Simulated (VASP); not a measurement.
A run of VASP 6.6.1 is set up as follows.

The input INCAR:

```
SYSTEM = C
  PREC = Accurate
  ENCUT = 520
  EDIFF = 1E-7
  ISMEAR = -1
  SIGMA = 0.1
  LREAL = .FALSE.
  LASPH = .TRUE.
  NELM = 80
  ALGO = Normal
  ISIF = 2
  LWAVE = .FALSE.
  LCHARG = .FALSE.
  GGA = CA
  NBANDS = 16
```

The input KPOINTS:

```
Automatic mesh
0
G
  10 10 3
  0 0 0
```

File POSCAR:

```
C
1.0
    1.2227685233     -2.1164865507      0.0000000000
    1.2227685233      2.1164865507      0.0000000000
    0.0000000000      0.0000000000      6.7710182327
C
4
Direct
    0.0833310213      0.9166689787      0.7499918295
    0.5833310213      0.4166689787      0.2500081705
    0.9166689787      0.0833310213      0.2500081705
    0.4166689787      0.5833310213      0.7499918295
```

Potentials or basis: VASP PAW LDA potentials, release 64 (C).

Launch:

```sh
$ cat potpaw_LDA.64/C/POTCAR > POTCAR
$ mpirun -np 1 vasp_std > vasp.out
```

(1) Predict the pressure.

Results:

(1) 0.8 GPa.
